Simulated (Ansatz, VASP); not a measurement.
## Two plane-wave programs on Cs

INCAR

```
SYSTEM = Cs
PREC     = Accurate       ! precision mode
ENCUT    = 520            ! plane-wave cutoff, eV
EDIFF    = 1E-6           ! SCF threshold, eV
ISMEAR   = -1             ! smearing method
SIGMA    = 0.1            ! smearing width, eV
LREAL    = .False.        ! projectors in reciprocal space
LASPH    = .True.         ! aspherical terms in the spheres
NELM     = 100            ! most SCF steps
ALGO     = Normal         ! electronic algorithm
ISIF     = 2              ! what is computed and relaxed
LWAVE    = .False.        ! write WAVECAR
LCHARG   = .False.        ! write CHGCAR
GGA      = PS             ! functional
NBANDS   = 20             ! bands
```

File KPOINTS:

```
Automatic mesh
0
Gamma
  5 5 7
  0 0 0
```

Contents of POSCAR:

```
Cs
1.0
    8.7060393324      0.0000000000      0.0000000000
   -4.3530196662      7.5396512282      0.0000000000
    0.0000000000      0.0000000000      5.1820788179
Cs
3
Direct
    0.0000000000      0.0000000000      0.0000000000
    0.3333333333      0.6666666667      0.5000000000
    0.6666666667      0.3333333333      0.5000000000
```

Input for Ansatz:

```yaml
crystal:
  lattice:
    - [8.7060393324, 0.0, 0.0]
    - [-4.3530196662, 7.5396512282, 0.0]
    - [0.0, 0.0, 5.1820788179]
  atoms:
    - { symbol: Cs, position: [0.0, 0.0, 0.0] }
    - { symbol: Cs, position: [0.3333333333, 0.6666666667, 0.5] }
    - { symbol: Cs, position: [0.6666666667, 0.3333333333, 0.5] }
hamiltonian:
  xc: pbesol
  pseudopotentials:
    kind: paw
    azcp:
      Cs: "pseudopotentials/Cs.paw.azcp"
basis:
  ecutwfc: 420
  fft_grid_basis: typed
kpoints:
  mp_grid: { grid: [5, 5, 7], shift: [0, 0, 0] }
magnetization:
  spin_polarized: false
scf:
  occupations: { method: fermi_dirac, width: 0.1 }
  lower_state_search: "off"
output:
  stress: true
```

Alike in both runs: task single point; functional PBEsol; k mesh 5 × 5 × 7; occupations fermi-dirac, width 0.1 eV; no spin polarisation.

|  | VASP | Ansatz |
| --- | --- | --- |
| version | VASP 6.6.1 | Ansatz 0.2.0 |
| potentials or method | VASP PAW PBE potentials, release 64 (Cs_sv), cutoff 520 eV | plane waves (420 eV) with PAW, scalar-relativistic |
| valence electrons in the cell | 27 | 27 |

|  | VASP | Ansatz | Ansatz less VASP |
| --- | --- | --- | --- |
| pressure (GPa) | -0.1 | -0.1 | +0.01 |

VASP's potentials were made for PBE, not for PBEsol, and Ansatz warns of the same on its side. With one functional, cell and mesh, what is left measures potentials, basis and numerics.

Spin-orbit coupling is off throughout.
